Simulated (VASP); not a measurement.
Wanted: the native input for a VASP 6.6.1 run.

| Property | Result |
| --- | --- |
| Task | single point |
| Functional | PBEsol |
| Potentials or basis | VASP PAW PBE potentials, release 64 (Ir) |
| Cutoff | 520 eV |
| k mesh | 18 × 18 × 12 |
| Occupations | gaussian, width 0.15 eV |
| Spin | no spin polarisation |
| Dipole correction | no |
| Further INCAR settings | ALGO = Fast; EDIFF = 1e-07; NBANDS = 16 |

The structure of Ir lies in POSCAR:

```
Ir
1.0
    2.7513778946      0.0000000000      0.0000000000
   -1.3756889473      2.3827631521      0.0000000000
    0.0000000000      0.0000000000      4.4622900000
Ir
2
Direct
    0.7138807592      0.4277615184      0.7500000000
    0.3333333333      0.6666666667      0.2500000000
```

This cell differs from its parent crystal: atom 1 (Ir) moved by (+0.000, +0.225) A along x and y.

One way to write it, as run:

INCAR

```
SYSTEM = Ir
ALGO     = Fast           ! electronic algorithm
EDIFF    = 1E-7           ! SCF threshold, eV
ENCUT    = 520            ! plane-wave cutoff, eV
GGA      = PS             ! functional
ISIF     = 2              ! what is computed and relaxed
ISMEAR   = 0              ! smearing method
LASPH    = .True.         ! aspherical terms in the spheres
LCHARG   = .False.        ! write CHGCAR
LREAL    = .False.        ! projectors in reciprocal space
LWAVE    = .False.        ! write WAVECAR
NBANDS   = 16             ! bands
NELM     = 60             ! most SCF steps
PREC     = Accurate       ! precision mode
SIGMA    = 0.15           ! smearing width, eV
```

KPOINTS

```
k-points
0
Gamma
  18 18 12
  0 0 0
```

Potentials or basis: VASP PAW PBE potentials, release 64 (Ir).

Launch:

```bash
$ cat potpaw_PBE.64/Ir/POTCAR > POTCAR
$ mpirun -np 1 vasp_std > vasp.out
```

Results of the run:

```yaml
Pressure: -9.9 GPa
Largest_force: 0.917 eV/Å
Band_gap_on_the_k_mesh: zero (bands 9 and 10 overlap by 3.09 eV)
```

Caveat: the cell differs from its parent crystal (atom 1 (Ir) moved by (+0.000, +0.225) A along x and y); the cell stands under tension; the PAW data sets were made with another functional, which shifts forces and pressure a little; spin-orbit coupling is left out, which moves the levels of the heavy elements.

It took 2.3 min on 1 thread of Intel(R) Xeon(R) 6975P-C (Granite Rapids), with other jobs on the host, peak memory 0.35 GiB.
